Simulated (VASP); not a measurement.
# Fe: single point with revPBE

Fe:

```xyz
1
Lattice="0.0000 1.6620 1.6620 1.6620 0.0000 1.6620 1.6620 1.6620 0.0000" Properties=species:S:1:pos:R:3 pbc="T T T"
Fe    0.0000    0.0000    0.0000
```

This cell differs from its parent crystal: volume scaled by 0.88.

```yaml
Program: VASP 6.6.1
Task: single point
Functional: revPBE
Potentials_or_basis: VASP PAW PBE potentials, release 64 (Fe)
Cutoff: 520 eV
k_mesh: 17 × 17 × 17
Occupations: fermi-dirac, width 0.1 eV
Spin: no spin polarisation
Dipole_correction: no
Further_INCAR_settings: ALGO = Normal; EDIFF = 1e-07; NBANDS = 10
```

```json
{
 "Pressure": "45.2 GPa",
 "Band gap on the k mesh": "zero (band 4 reaches 9.64 eV, above the bottom of band 5 at 7.29 eV)"
}
```

Levels at points of the mesh, in eV from the Fermi level:
```tsv
k point	band 1	band 2	band 3	band 4	band 5	band 6	band 7	band 8
(0.00, 0.00, 0.00)	-9.47	-1.91	-1.91	-1.91	-0.09	-0.09	24.19	30.54
```

It took 8.5 s on 1 thread of Intel(R) Xeon(R) Platinum 8559C (Emerald Rapids), on a shared host, peak memory 0.13 GiB.

Caveat: the PAW data sets were made with another functional, which shifts forces and pressure a little; the run has no spin polarisation, though such a crystal can be magnetic. Spin polarisation is off, so any magnetic state and its effect on volume and gap are missing.
